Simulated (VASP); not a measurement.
# BaTiO3 (R3m) in VASP: notebook

The runs below take BaTiO3 through single point, with PBE+U, PBE.

Program: VASP 6.6.1. These are calculated values, not measurements. Logs are shortened: lines on timing, memory, paths and dates and some standing lists are left out, and cuts for length are marked.

## 1. The cell of the first run

Symmetry: R3m, No. 160, trigonal system. The conventional cell has a = 5.726 Å, b = 5.726 Å, c = 7.069 Å, α = 90.00°, β = 90.00°, γ = 120.00°. Ba (site symmetry 3m) has 12 O at 2.78 to 2.98 Å and 8 Ti at 3.43 to 3.63 Å within 3.7 Å. Ti (site symmetry 3m) has 6 O at 1.87 to 2.21 Å within 2.5 Å. Within 2.5 Å of O (site symmetry m) lie 2 Ti at 1.87 to 2.21 Å.

## 2. Single point, PBE+U

File INCAR:

```
SYSTEM = BaTiO3
PREC = Accurate
ENCUT = 520
EDIFF = 1E-7
ISMEAR = 0
SIGMA = 0.02
LREAL = .False.
LASPH = .True.
NELM = 150
ALGO = Normal
ISIF = 2
LWAVE = .False.
LCHARG = .False.
LMAXMIX = 4
LDAU = .True.
LDAUTYPE = 2
LDAUL = -1 2 -1
LDAUU = 0 4 0
LDAUJ = 0 0 0
LDAUPRINT = 1
GGA = PE
NBANDS = 28
```

File KPOINTS:

```
regular mesh
0
Gamma
  6 6 6
  0 0 0
```

File POSCAR:

```
BaTiO3
1.0
    2.8628964670      1.6528940459      2.3563485123
   -2.8628964670      1.6528940459      2.3563485123
    0.0000000000     -3.3057880917      2.3563485123
Ba Ti O
1 1 3
Direct
    0.0050105865      0.0050105865      0.0050105865
    0.5191677358      0.5191677358      0.5191677358
    0.4883657726      0.4883657726      0.9777901826
    0.4883657726      0.9777901826      0.4883657726
    0.9777901826      0.4883657726      0.4883657726
```

Potentials or basis: VASP PAW PBE potentials, release 64 (Ba_sv, Ti_sv, O).

On the command line:

```bash
> cat potpaw_PBE.64/Ba_sv/POTCAR potpaw_PBE.64/Ti_sv/POTCAR potpaw_PBE.64/O/POTCAR > POTCAR
> mpirun -np 1 vasp_std > vasp.out
```

OUTCAR:

```text
SYSTEM = BaTiO3
   PREC = Accurate
   ENCUT = 520
   EDIFF = 1E-7
   ISMEAR = 0
   LREAL = .False.
   LASPH = .True.
   NELM = 150
   ISIF = 2
   GGA = PE

 ion  position               nearest neighbor table
   1  0.005  0.005  0.005-   4 2.78   5 2.78   3 2.78   4 2.87   5 2.87   5 2.87   4 2.87   3 2.87
                             3 2.87   5 2.98   4 2.98   3 2.98   2 3.43   2 3.48   2 3.48   2 3.48
   2  0.519  0.519  0.519-   3 1.87   4 1.87   5 1.87   3 2.21   4 2.21   5 2.21   1 3.43   1 3.48
                             1 3.48   1 3.48   1 3.54   1 3.54   1 3.54   1 3.63
   3  0.488  0.488  0.978-   2 1.87   2 2.21   1 2.78   1 2.87   1 2.87   1 2.98
   4  0.488  0.978  0.488-   2 1.87   2 2.21   1 2.78   1 2.87   1 2.87   1 2.98
   5  0.978  0.488  0.488-   2 1.87   2 2.21   1 2.78   1 2.87   1 2.87   1 2.98

  LATTYP: Found a trigonal (rhomboedric) cell.
 ALAT       =     4.0596321532
 COS(alpha) =     0.0053554353

  Lattice vectors:

 A1 = (   2.8628964670,   1.6528940459,   2.3563485123)
 A2 = (  -2.8628964670,   1.6528940459,   2.3563485123)
 A3 = (   0.0000000000,  -3.3057880917,   2.3563485123)

Analysis of symmetry for initial positions (statically):
=====================================================================
 Subroutine PRICEL returns:
 Original cell was already a primitive cell.

 Routine SETGRP: Setting up the symmetry group for a
 trigonal (rhombohedral) supercell.

 Subroutine GETGRP returns: Found  6 space group operations
 (whereof  6 operations were pure point group operations)
 out of a pool of 12 trial point group operations.

The static configuration has the point symmetry C_3v.

Analysis of symmetry for dynamics (positions and initial velocities):
=====================================================================
 Subroutine PRICEL returns:
 Original cell was already a primitive cell.

 Routine SETGRP: Setting up the symmetry group for a
 trigonal (rhombohedral) supercell.

 Subroutine GETGRP returns: Found  6 space group operations
 (whereof  6 operations were pure point group operations)
 out of a pool of 12 trial point group operations.

The dynamic configuration has the point symmetry C_3v.

 Subroutine INISYM returns: Found  6 space group operations
 (whereof  6 operations are pure point group operations),
 and found     1 'primitive' translations

----------------------------------------------------------------------------------------

                                     Primitive cell

  volume of cell :      66.9024

  direct lattice vectors                    reciprocal lattice vectors
     2.862896467  1.652894046  2.356348512     0.174648300  0.100833243  0.141461813
    -2.862896467  1.652894046  2.356348512    -0.174648300  0.100833243  0.141461813
     0.000000000 -3.305788092  2.356348512     0.000000000 -0.201666486  0.141461813

  length of vectors
     4.059632153  4.059632153  4.059632153     0.246334764  0.246334764  0.246334764

  position of ions in fractional coordinates (direct lattice)
     0.005010586  0.005010586  0.005010586
     0.519167736  0.519167736  0.519167736
     0.488365773  0.488365773  0.977790183
     0.488365773  0.977790183  0.488365773
     0.977790183  0.488365773  0.488365773

  ion indices of the primitive-cell ions
   primitive index   ion index
                 1           1
                 2           2
                 3           3
                 4           4
                 5           5

[... 59 lines left out ...]
   NGX,Y,Z   is equivalent  to a cutoff of  12.29, 12.29, 12.29 a.u.
   NGXF,Y,Z  is equivalent  to a cutoff of  24.57, 24.57, 24.57 a.u.
 SYSTEM =  BaTiO3
   PREC   = accura    normal or accurate (medium, high low for compatibility)
   ISTART =      0    job   : 0-new  1-cont  2-samecut
   ICHARG =      2    charge: 1-file 2-atom 10-const
   ISPIN  =      1    spin polarized calculation?
   LNONCOLLINEAR =      F non collinear calculations
   LSORBIT =      F    spin-orbit coupling
   LASPH  =      T    aspherical Exc in radial PAW
   ENCUT  =  520.0 eV  38.22 Ry    6.18 a.u.   7.55  7.55  7.55*2*pi/ulx,y,z
   NELM   =    150;   NELMIN=  2; NELMDL= -5     # of ELM steps
   EDIFF  = 0.1E-06   stopping-criterion for ELM
   LREAL  =      F    real-space projection
   EDIFFG = 0.1E-05   stopping-criterion for IOM
   NSW    =      0    number of steps for IOM
   IBRION =     -1    ionic relax: 0-MD 1-quasi-New 2-CG
   NFREE  =      0    steps in history (QN), initial steepest desc. (CG)
   ISIF   =      2    stress and relaxation
   ISYM   =      2    0-nonsym 1-usesym 2-fastsym
   POTIM  = 0.5000    time-step for ionic-motion
   TEBEG  =    0.0;   TEEND  =   0.0 temperature during run
   PSTRESS=    0.0 pullay stress
   NELECT =      40.0000    total number of electrons
   NUPDOWN=      -1.0000    fix difference up-down
   EMIN   =  10.00;   EMAX   =-10.00  energy-range for DOS
   EFERMI =   0.00;   METHOD = LEGACY
   ISMEAR =     0;   SIGMA  =   0.02  broadening in eV -4-tet -1-fermi 0-gaus
   EFERMI_NEDOS =   21; number of points for ismear=-14 and -15
   IALGO  =     38    algorithm
   IMIX   =      4    mixing-type and parameters
     AMIX     =   0.40;   BMIX     =  1.00
     AMIX_MAG =   1.60;   BMIX_MAG =  1.00
  volume/ion in A,a.u.               =      13.38        90.30
  Fermi-wavevector in a.u.,A,eV,Ry     =   1.379159  2.606233 25.879365  1.902080
  Thomas-Fermi vector in A             =   2.504154
   LORBIT       =      0    0 simple, 1 ext, 2 COOP (PROOUT), +10 PAW based schemes
 LDA+U is selected, type is set to LDAUTYPE =  2
   angular momentum for each species LDAUL =    -1    2   -1
   U (eV)           for each species LDAUU =   0.0  4.0  0.0
   J (eV)           for each species LDAUJ =   0.0  0.0  0.0
   GGA     = PE    functional components
   LHFCALC =     F    Hartree Fock is set to
   AEXX    =    0.0000 exact exchange contribution
   IVDW    =     0    specifies the selected vdW correction
   LEPSILON=     F    determine dielectric tensor
   LRPA    =     F    only Hartree local field effects (RPA)
 non-spin polarized calculation
 Gauss-broadening in eV      SIGMA  =   0.02
  energy-cutoff  :      520.00
  volume of cell :       66.90
 maximum number of plane-waves:      1820
   NGX = 15   NGY = 15   NGZ = 15

atom =   2  type =  2  l = 2

 onsite density matrix

spin component  1

  0.1707  0.0000 -0.0000  0.0646 -0.0000
  0.0000  0.1908 -0.0000  0.0000  0.0646
 -0.0000 -0.0000  0.1128  0.0000 -0.0000
  0.0646  0.0000  0.0000  0.1908  0.0000
 -0.0000  0.0646 -0.0000  0.0000  0.1707

spin component  2

  0.1707  0.0000 -0.0000  0.0646 -0.0000
  0.0000  0.1908 -0.0000  0.0000  0.0646
 -0.0000 -0.0000  0.1128  0.0000 -0.0000
  0.0646  0.0000  0.0000  0.1908  0.0000
 -0.0000  0.0646 -0.0000  0.0000  0.1707

 occupancies and eigenvectors

  o =  0.1128  v = -0.0000  0.0000 -1.0000  0.0000 -0.0000  0.0000  0.0000  0.0000  0.0000  0.0000      0.0000  0.0000  0.0000  0.0000  0.0000  0.0000  0.0000  0.0000  0.0000  0.0000
  o =  0.1128  v =  0.0000  0.0000  0.0000  0.0000  0.0000 -0.0000  0.0000 -1.0000  0.0000 -0.0000      0.0000  0.0000  0.0000  0.0000  0.0000  0.0000  0.0000  0.0000  0.0000  0.0000
  o =  0.1153  v =  0.7594 -0.0000 -0.0000 -0.6506  0.0000  0.0000  0.0000  0.0000  0.0000  0.0000      0.0000  0.0000  0.0000  0.0000  0.0000  0.0000  0.0000  0.0000  0.0000  0.0000
  o =  0.1153  v =  0.0000  0.0000  0.0000  0.0000  0.0000  0.7594 -0.0000 -0.0000 -0.6506  0.0000      0.0000  0.0000  0.0000  0.0000  0.0000  0.0000  0.0000  0.0000  0.0000  0.0000
  o =  0.1153  v = -0.0000 -0.6506 -0.0000  0.0000  0.7594  0.0000  0.0000  0.0000  0.0000  0.0000      0.0000  0.0000  0.0000  0.0000  0.0000  0.0000  0.0000  0.0000  0.0000  0.0000
  o =  0.1153  v =  0.0000  0.0000  0.0000  0.0000  0.0000 -0.0000 -0.6506 -0.0000  0.0000  0.7594      0.0000  0.0000  0.0000  0.0000  0.0000  0.0000  0.0000  0.0000  0.0000  0.0000
  o =  0.2461  v =  0.0000  0.0000  0.0000  0.0000  0.0000  0.0000  0.7594 -0.0000  0.0000  0.6506      0.0000  0.0000  0.0000  0.0000  0.0000  0.0000  0.0000  0.0000  0.0000  0.0000
  o =  0.2461  v =  0.0000  0.7594 -0.0000  0.0000  0.6506  0.0000  0.0000  0.0000  0.0000  0.0000      0.0000  0.0000  0.0000  0.0000  0.0000  0.0000  0.0000  0.0000  0.0000  0.0000
  o =  0.2461  v =  0.0000  0.0000  0.0000  0.0000  0.0000 -0.6506  0.0000 -0.0000 -0.7594  0.0000      0.0000  0.0000  0.0000  0.0000  0.0000  0.0000  0.0000  0.0000  0.0000  0.0000
  o =  0.2461  v = -0.6506  0.0000 -0.0000 -0.7594  0.0000  0.0000  0.0000  0.0000  0.0000  0.0000      0.0000  0.0000  0.0000  0.0000  0.0000  0.0000  0.0000  0.0000  0.0000  0.0000

 number of electron      40.0000014 magnetization

 Free energy of the ion-electron system (eV)
  ---------------------------------------------------
  ext. energy  EPLUGINS =         0.00000000
  ---------------------------------------------------
  free energy    TOTEN  =       -37.24565503 eV

  energy without entropy =      -37.24565503  energy(sigma->0) =      -37.24565503

 E-fermi :   3.7135     XC(G=0): -11.0171

 val. band max:        3.5606093583   @ k =   0.5000   0.5000   0.5000
 cond. band min:       6.5352990180   @ k =   0.0000   0.0000   0.0000
 fundamental gap:      2.9746896597
 Fermi energy:         3.7134798954

 k-point     1 :       0.0000    0.0000    0.0000
  band No.  band energies     occupation
      1     -53.8032      2.00000
      2     -30.0156      2.00000
      3     -30.0014      2.00000
      4     -30.0014      2.00000
      5     -21.3403      2.00000
      6     -13.2041      2.00000
[... 733 lines left out ...]
     27      11.5283      0.00000
     28      11.9718      0.00000

 [... further k-points ...]

------------------------ aborting loop because EDIFF is reached ----------------------------------------

  FORCE on cell =-STRESS in cart. coord.  units (eV):
  Direction    XX          YY          ZZ          XY          YZ          ZX
  --------------------------------------------------------------------------------------
  -------------------------------------------------------------------------------------
  Total        2.1742426      2.1742426      1.7625954      0.0000000      0.0000000      0.0000000
  in kB       52.0687486     52.0687486     42.2106248      0.0000000      0.0000000      0.0000000
  external PRESSURE =      48.7827073 kB  Pullay stress =       0.0000000 kB

 VOLUME and BASIS-vectors are now :
 -----------------------------------------------------------------------------
  energy-cutoff  :      520.00
  volume of cell :       66.90
      direct lattice vectors                 reciprocal lattice vectors
     2.862896467  1.652894046  2.356348512     0.174648300  0.100833243  0.141461813
    -2.862896467  1.652894046  2.356348512    -0.174648300  0.100833243  0.141461813
     0.000000000 -3.305788092  2.356348512     0.000000000 -0.201666486  0.141461813

 POSITION                                       TOTAL-FORCE (eV/Angst)
 -----------------------------------------------------------------------------------
      0.00000      0.00000      0.03542        -0.000000     -0.000000     -0.028843
      0.00000      0.00000      3.67002        -0.000000     -0.000000     -1.229872
      0.00000     -1.61793      4.60553        -0.000000     -0.572127      0.419572
     -1.40117      0.80897      4.60553        -0.495477      0.286064      0.419572
      1.40117      0.80897      4.60553         0.495477      0.286064      0.419572
 -----------------------------------------------------------------------------------
    total drift:                               -0.000000     -0.000005     -0.000237

  FREE ENERGIE OF THE ION-ELECTRON SYSTEM (eV)
  ---------------------------------------------------
  free  energy   TOTEN  =       -37.2456550282 eV

  energy  without entropy=      -37.2456550282  energy(sigma->0) =      -37.24565503
```

Run time: 96 s. Hardware: 1 thread of Intel Xeon 8259CL, shared host; peak memory 0.21 GiB.

Results:

```yaml
Free_energy: -37.2457 eV
Pressure: 4.9 GPa
Largest_force: 1.230 eV/Å
Band_gap_on_the_k_mesh: 2.97 eV (least direct gap 3.51 eV)
```

Forces on the atoms (eV/Å):
```
Ba   0.000  0.000 -0.029
Ti   0.000  0.000 -1.230
O    0.000 -0.572  0.420
O   -0.495  0.286  0.420
O    0.495  0.286  0.420
```

Levels at points of the mesh, in eV from the valence-band top:
```csv
k point,band 16,band 17,band 18,band 19,band 20,band 21,band 22,band 23,band 24,band 25
"(0.00, 0.00, 0.00)",-1.32,-1.00,-0.63,-0.54,-0.54,2.97,2.97,3.11,4.49,4.49
"(0.50, 0.00, 0.00)",-1.97,-1.61,-1.50,-1.04,-0.92,3.15,4.14,4.28,4.45,5.84
"(0.50, 0.50, 0.00)",-2.51,-1.71,-0.93,-0.85,-0.09,4.24,4.25,4.56,4.85,7.43
"(0.50, 0.50, 0.50)",-2.30,-2.25,-0.04,-0.04,0.00,4.59,4.81,4.81,6.32,6.32
```

Eigenvalues of the final occupation matrices:
| site | spin | trace | eigenvalues |
| --- | --- | --- | --- |
| site 2 d | 1 | 0.84 | 0.11 0.12 0.12 0.25 0.25 |
| site 2 d | 2 | 0.84 | 0.11 0.12 0.12 0.25 0.25 |

Caveat: the cell stands under pressure; spin-orbit coupling is left out, which moves the levels of the heavy elements; forces of over 1 eV/Å act on the atoms, so gaps and moduli don't describe the material at rest. A k mesh can miss the band edges.

## 3. Single point, PBE

This run uses another cell than the first one: it holds 10 atoms, not 5.

File INCAR:

```
ALGO = Normal
EDIFF = 1E-6
ENCUT = 520
GGA = PE
ISIF = 2
ISMEAR = 0
LASPH = T
LCHARG = F
LREAL = F
LWAVE = F
NBANDS = 51
NELM = 100
PREC = Accurate
SIGMA = 0.1
```

File KPOINTS:

```
k-points
0
Gamma
  4 4 2
```

File POSCAR:

```
BaTiO3
1.0
   -2.8628964670     -1.6528940459     -2.3563485123
    0.0000000000      3.3057880917     -2.3563485123
    5.7257929340     -3.3057880918     -4.7126970246
Ba Ti O
2 2 6
Direct
    0.9949894135      0.9949894135      0.9974947068
    0.9949894135      0.9949894135      0.4974947068
    0.4808322642      0.4808322642      0.7404161321
    0.4808322642      0.4808322642      0.2404161321
    0.5116342274      0.0222098174      0.7558171137
    0.5116342274      0.0222098174      0.2558171137
    0.5116342274      0.5116342274      0.5111049087
    0.5116342274      0.5116342274      0.0111049087
    0.0222098174      0.5116342274      0.7558171137
    0.0222098174      0.5116342274      0.2558171137
```

Potentials or basis: VASP PAW PBE potentials, release 64 (Ba_sv, Ti_sv, O).

On the command line:

```bash
> cat potpaw_PBE.64/Ba_sv/POTCAR potpaw_PBE.64/Ti_sv/POTCAR potpaw_PBE.64/O/POTCAR > POTCAR
> mpirun -np 1 vasp_std > vasp.out
```

Run time: 3 min. Hardware: 1 thread of Intel Xeon 8259CL, shared host; peak memory 0.27 GiB.

It converged, with:

| Quantity | Value |
| --- | --- |
| Free energy | -80.1085 eV |
| Pressure | 1.6 GPa |
| Largest force | 0.050 eV/Å |
| Band gap on the k mesh | 2.58 eV |

Forces on the atoms (eV/Å):
```
Ba   0.000  0.000 -0.045
Ba   0.000  0.000 -0.045
Ti   0.000  0.000 -0.050
Ti   0.000  0.000 -0.050
O    0.000 -0.036  0.032
O    0.000 -0.036  0.032
O   -0.031  0.018  0.032
O   -0.031  0.018  0.032
O    0.031  0.018  0.032
O    0.031  0.018  0.032
```

Stress tensor (GPa, compression positive):
```
1.61 0.00 0.00
0.00 1.61 0.00
0.00 0.00 1.48
```

Levels at points of the mesh, in eV from the valence-band top:
```tsv
k point	band 36	band 37	band 38	band 39	band 40	band 41	band 42	band 43	band 44	band 45
(0.00, 0.00, 0.00)	-0.99	-0.88	-0.69	-0.54	-0.54	2.58	2.58	2.74	2.76	3.72
(0.50, 0.00, 0.00)	-1.05	-0.92	-0.88	-0.84	-0.09	2.74	3.72	3.81	3.83	3.87
(0.50, 0.50, 0.00)	-0.84	-0.09	-0.03	-0.03	0.00	3.81	3.83	4.13	4.16	4.38
(0.00, 0.00, 0.50)	-1.25	-0.73	-0.73	-0.71	-0.71	2.65	2.65	3.12	3.12	3.23
(0.50, 0.00, 0.50)	-1.29	-0.98	-0.98	-0.50	-0.50	3.20	3.20	3.76	3.76	3.92
(0.50, 0.50, 0.50)	-0.51	-0.49	-0.49	-0.06	-0.06	3.92	3.92	4.08	4.08	4.24
```

Caveat: spin-orbit coupling is left out, which moves the levels of the heavy elements. A k mesh can miss the band edges.
